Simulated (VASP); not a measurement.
Here is a VASP 6.6.1 calculation.

INCAR

```
PREC = Accurate ; ENCUT = 520
EDIFF = 1E-7 ; ISMEAR = 0
SIGMA = 0.05 ; LREAL = F
LASPH = T ; NELM = 60
ALGO = Normal ; ISIF = 2
LWAVE = F ; LCHARG = F
GGA = CA ; NBANDS = 26
```

The input KPOINTS:

```
Automatic mesh
0
Gamma
  8 8 6
```

File POSCAR:

```
ZnSe
1.0
    3.9198109590      0.0000000000      0.0000000000
    0.0000000000      3.9198109590      0.0000000000
    0.0000000000      0.0000000000      5.1733436024
Zn Se
2 2
Direct
    0.0000000000      0.0000000000      0.0000000000
    0.5000000000      0.5000000000      0.0000000000
    0.0000000000      0.5000000000      0.3173336233
    0.5000000000      0.0000000000      0.6826663767
```

Potentials or basis: VASP PAW LDA potentials, release 64 (Zn, Se).

Command:

```console
$ cat potpaw_LDA.64/Zn/POTCAR potpaw_LDA.64/Se/POTCAR > POTCAR
$ mpirun -np 1 vasp_std > vasp.out
```

(1) What does it give for the largest force?

(2) Predict the band gap on the k mesh.

(3) Estimate the pressure.

Results:

(1) 1.537 eV/Å.

(2) 0.87 eV.

(3) -2.9 GPa.

Caveat: the cell differs from its parent crystal (atoms shifted along a free coordinate); the stress differs along the axes, from -7 to -1 GPa; forces of over 1 eV/Å act on the atoms, so gaps and moduli don't describe the material at rest.
